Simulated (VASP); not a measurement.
Set up this calculation in VASP 6.6.1, as the native input.

```yaml
Task: single point
Functional: PBE
Potentials_or_basis: VASP PAW PBE potentials, release 64 (Os)
Cutoff: 520 eV
k_mesh: 18 × 18 × 18
Occupations: fermi-dirac, width 0.1 eV
Spin: no spin polarisation
Dipole_correction: no
Further_INCAR_settings: ALGO = Normal; EDIFF = 1e-06; NBANDS = 10
```

The structure of Os lies in POSCAR:

```
Os
1.0
   -1.4994671616      1.4994671616      1.4994671616
    1.4994671616     -1.4994671616      1.4994671616
    1.4994671616      1.4994671616     -1.4994671616
Os
1
Direct
    0.0000000000      0.0000000000      0.0000000000
```

This isn't the form of Os at room conditions, which is hcp.

One way to write it, as run:

INCAR

```
SYSTEM = Os
PREC     = Accurate       ! precision mode
ENCUT    = 520            ! plane-wave cutoff, eV
EDIFF    = 1E-6           ! SCF threshold, eV
ISMEAR   = -1             ! smearing method
SIGMA    = 0.1            ! smearing width, eV
LREAL    = .False.        ! projectors in reciprocal space
LASPH    = .True.         ! aspherical terms in the spheres
NELM     = 60             ! most SCF steps
ALGO     = Normal         ! electronic algorithm
ISIF     = 2              ! what is computed and relaxed
LWAVE    = .False.        ! write WAVECAR
LCHARG   = .True.         ! write CHGCAR
GGA      = PE             ! functional
LELF     = .True.         ! ELF
LVHAR    = .True.       
NBANDS   = 10             ! bands
```

KPOINTS

```
Automatic mesh
0
Gamma
  18 18 18
  0 0 0
```

Potentials or basis: VASP PAW PBE potentials, release 64 (Os).

The run is started by

```sh
$ cat potpaw_PBE.64/Os/POTCAR > POTCAR
$ mpirun -np 1 vasp_std > vasp.out
```

Results of the run:

The pressure is 41.1 GPa and the band gap on the k mesh is zero (bands 4 and 5 overlap by 5.16 eV).

Caveat: the cell stands under pressure; spin-orbit coupling is left out, which moves the levels of the heavy elements.

Wall time 8.6 s on 1 thread of Intel(R) Xeon(R) 6975P-C (Granite Rapids), on a shared host, peak memory 0.15 GiB.
